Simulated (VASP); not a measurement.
# Ru (C2/m) in VASP: a series of runs, part 2 of 2

VASP 6.6.1.

**3. Electric field gradients, r2SCAN**

POSCAR

```
Ru
1.0
    2.6974396414      0.0000000000      0.0000000000
   -1.3487198207      2.3360512546      0.0000000000
    0.0000000000      0.0000000000      4.3698522191
Ru
2
Direct
    0.3133333333      0.6566666667      0.2350000000
    0.6866666667      0.3433333333      0.7650000000
```

INCAR.step1

```
SYSTEM = Ru
PREC = Accurate
ENCUT = 440
ISMEAR = 0
SIGMA = 0.01
LREAL = .FALSE.
LASPH = .TRUE.
NELM = 120
NBANDS = 21
GGA = PE
ALGO = Normal
EDIFF = 1E-5
LWAVE = .TRUE.
LCHARG = .FALSE.
GGA_COMPAT = .FALSE.
```

INCAR.step2

```
SYSTEM = Ru
PREC = Accurate
ENCUT = 440
EDIFF = 1E-8
ISMEAR = 0
SIGMA = 0.01
LREAL = .FALSE.
LASPH = .TRUE.
NELM = 120
ALGO = Normal
ISIF = 2
LWAVE = .FALSE.
LCHARG = .FALSE.
METAGGA = R2SCAN
LMIXTAU = .TRUE.
LEFG = .TRUE.
NBANDS = 21
ISTART = 1
GGA_COMPAT = .FALSE.
```

KPOINTS

```
regular mesh
0
G
  13 13 7
  0 0 0
```

Potentials or basis: VASP PAW PBE potentials, release 64 (Ru_pv).

Started as:

```sh
cat potpaw_PBE.64/Ru_pv/POTCAR > POTCAR
cp INCAR.step1 INCAR
mpirun -np 1 vasp_std > vasp.out
cp INCAR.step2 INCAR
mpirun -np 1 vasp_std > vasp.out
```

OUTCAR:

```text
SYSTEM = Ru
   PREC = Accurate
   ENCUT = 440
   EDIFF = 1E-8
   ISMEAR = 0
   LREAL = .FALSE.
   LASPH = .TRUE.
   NELM = 120
   ISIF = 2
   METAGGA = R2SCAN
   ISTART = 1

 ion  position               nearest neighbor table
   1  0.313  0.657  0.235-   2 2.52   2 2.61   2 2.61   2 2.74   2 2.82   2 2.82
   2  0.687  0.343  0.765-   1 2.52   1 2.61   1 2.61   1 2.74   1 2.82   1 2.82

  LATTYP: Found a hexagonal cell.
 ALAT       =     2.6974396414
 C/A-ratio  =     1.6200000000

  Lattice vectors:

 A1 = (   2.6974396414,   0.0000000000,   0.0000000000)
 A2 = (  -1.3487198207,   2.3360512546,   0.0000000000)
 A3 = (   0.0000000000,   0.0000000000,   4.3698522191)

Analysis of symmetry for initial positions (statically):
=====================================================================
 Subroutine PRICEL returns:
 Original cell was already a primitive cell.

 Routine SETGRP: Setting up the symmetry group for a
 hexagonal supercell.

 Subroutine GETGRP returns: Found  4 space group operations
 (whereof  4 operations were pure point group operations)
 out of a pool of 24 trial point group operations.

The static configuration has the point symmetry C_2h.

Analysis of symmetry for dynamics (positions and initial velocities):
=====================================================================
 Subroutine PRICEL returns:
 Original cell was already a primitive cell.

 Routine SETGRP: Setting up the symmetry group for a
 hexagonal supercell.

 Subroutine GETGRP returns: Found  4 space group operations
 (whereof  4 operations were pure point group operations)
[... 156 lines left out ...]

 k-point     1 :       0.0000    0.0000    0.0000
  band No.  band energies     occupation
      1     -32.5617      2.00000
      2     -31.6057      2.00000
      3     -31.5370      2.00000
      4     -31.4053      2.00000
      5     -31.3957      2.00000
      6     -31.3749      2.00000
[... 565 lines left out ...]
     20      22.1569      0.00000
     21      22.5467      0.00000

 [... further k-points ...]

------------------------ aborting loop because EDIFF is reached ----------------------------------------

  FORCE on cell =-STRESS in cart. coord.  units (eV):
  Direction    XX          YY          ZZ          XY          YZ          ZX
  --------------------------------------------------------------------------------------
  -------------------------------------------------------------------------------------
  Total        0.2788595      0.0269813     -1.4130283      0.2181329      0.1666242      0.2886014
  in kB       16.2253894      1.5699019    -82.2168034     12.6920245      9.6949990     16.7922244
  external PRESSURE =     -21.4738374 kB  Pullay stress =       0.0000000 kB

 VOLUME and BASIS-vectors are now :
 -----------------------------------------------------------------------------
  energy-cutoff  :      440.00
  volume of cell :       27.54
      direct lattice vectors                 reciprocal lattice vectors
     2.697439641  0.000000000  0.000000000     0.370721919  0.214036400  0.000000000
    -1.348719821  2.336051255  0.000000000     0.000000000  0.428072799  0.000000000
     0.000000000  0.000000000  4.369852219     0.000000000  0.000000000  0.228840691

 POSITION                                       TOTAL-FORCE (eV/Angst)
 -----------------------------------------------------------------------------------
     -0.04046      1.53401      1.02692         0.517432      0.298740      1.248555
      1.38918      0.80204      3.34294        -0.517432     -0.298740     -1.248555
 -----------------------------------------------------------------------------------
    total drift:                                0.000000     -0.000000     -0.000000

  FREE ENERGIE OF THE ION-ELECTRON SYSTEM (eV)
  ---------------------------------------------------
  free  energy   TOTEN  =       -50.7096769850 eV

  energy  without entropy=      -50.7095512362  energy(sigma->0) =      -50.70961411

 Electric field gradients (V/A^2)
---------------------------------------------------------------------
 ion       V_xx      V_yy      V_zz      V_xy      V_xz      V_yz
---------------------------------------------------------------------
   1      -0.391     2.391    -2.000    -2.412     4.954     2.860
   2      -0.391     2.391    -2.000    -2.412     4.954     2.860
---------------------------------------------------------------------

 Electric field gradients after diagonalization (V/A^2)
 (convention: |V_zz| > |V_xx| > |V_yy|)
----------------------------------------------------------------------
 ion       V_xx      V_yy      V_zz     asymmetry (V_yy - V_xx)/ V_zz
----------------------------------------------------------------------
   1       3.829     3.784    -7.614       0.006
   2       3.829     3.784    -7.614       0.006
----------------------------------------------------------------------

           NMR quadrupolar parameters

 Cq : quadrupolar parameter    Cq=e*Q*V_zz/h
 eta: asymmetry parameters     (V_yy - V_xx)/ V_zz
 Q  : nuclear electric quadrupole moment in mb (millibarn)
----------------------------------------------------------------------
 ion       Cq(MHz)       eta       Q (mb)
----------------------------------------------------------------------
   1      -0.018       0.006       1.000
   2      -0.018       0.006       1.000
----------------------------------------------------------------------
```

OUTCAR.step1:

```text
SYSTEM = Ru
   PREC = Accurate
   ENCUT = 440
   ISMEAR = 0
   LREAL = .FALSE.
   LASPH = .TRUE.
[... 798 lines left out ...]
     -0.04046      1.53401      1.02692         0.515473      0.297609      1.312628
      1.38918      0.80204      3.34294        -0.515473     -0.297609     -1.312628
 -----------------------------------------------------------------------------------
    total drift:                                0.000000     -0.000000     -0.000000

  FREE ENERGIE OF THE ION-ELECTRON SYSTEM (eV)
  ---------------------------------------------------
  free  energy   TOTEN  =       -18.3270763440 eV

  energy  without entropy=      -18.3269447132  energy(sigma->0) =      -18.32701053
```

Run time: 9.5 min. Hardware: 1 thread of Oxide Virtual Turin-like, shared host; peak memory 0.19 GiB.

Results:

```yaml
Free_energy: -50.7097 eV
Pressure: -2.1 GPa
Largest_force: 1.384 eV/Å
Band_gap_on_the_k_mesh: zero (bands 14 and 15 overlap by 3.04 eV)
Largest_electric_field_gradient_by_atom: Ru -7.6 V/Å²
```

Forces in eV/Å, atoms in the order of the input:
```
Ru   0.517  0.299  1.249
Ru  -0.517 -0.299 -1.249
```

Electric field gradients, principal values (V/Å²):
```tsv
atom	least	middle	greatest (by size)
1 Ru	3.784	3.829	-7.614
2 Ru	3.784	3.829	-7.614
```

Caveat: the stress differs along the axes, from -8 to 2 GPa; without QUAD_EFG the Cq values of the log hold for a quadrupole moment of 1 mb, not for the nuclei; the PAW data sets were made with another functional, which shifts forces and pressure a little.
